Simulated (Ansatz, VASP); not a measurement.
Two plane-wave programs on AlN

```xyz
4
Lattice="3.3429 0.0000 0.0000 -1.6714 2.8950 0.0000 0.0000 0.0000 4.3287" Properties=species:S:1:pos:R:3 pbc="T T T"
Al    0.0000    1.9300    3.2465
Al    1.6714    0.9650    1.0822
N     0.0000    1.9300    1.0822
N     1.6714    0.9650    3.2465
```

Alike in both runs: task single point; functional PBEsol; k mesh 9 × 9 × 6; occupations gaussian, width 0.05 eV; no spin polarisation.

|  | VASP | Ansatz |
| --- | --- | --- |
| version | VASP 6.6.1 | Ansatz 0.2.0 |
| potentials or method | VASP PAW PBE potentials, release 64 (Al, N), cutoff 520 eV | scalar-relativistic, plane waves, PAW |
| valence electrons in the cell | 16 | 16 |

Ansatz gave:

| Quantity | Value |
| --- | --- |
| gap on the k mesh at the Fermi level (eV) | 2.72 |
| least direct gap on the mesh (eV) | 2.72 |
| pressure (GPa) | -12.1 |
| traceless stress, the component that is largest in VASP (GPa) | -1.12 |

Q: Estimate VASP's values.

A: gap on the k mesh at the Fermi level (eV): 2.73; least direct gap on the mesh (eV): 2.73; pressure (GPa): -12.2; traceless stress, the component that is largest in VASP (GPa): -1.15.

VASP's potentials were made for PBE, not for PBEsol, and Ansatz warns of the same on its side. The functional is the same, so the differences come from potentials, cutoffs and numerics.
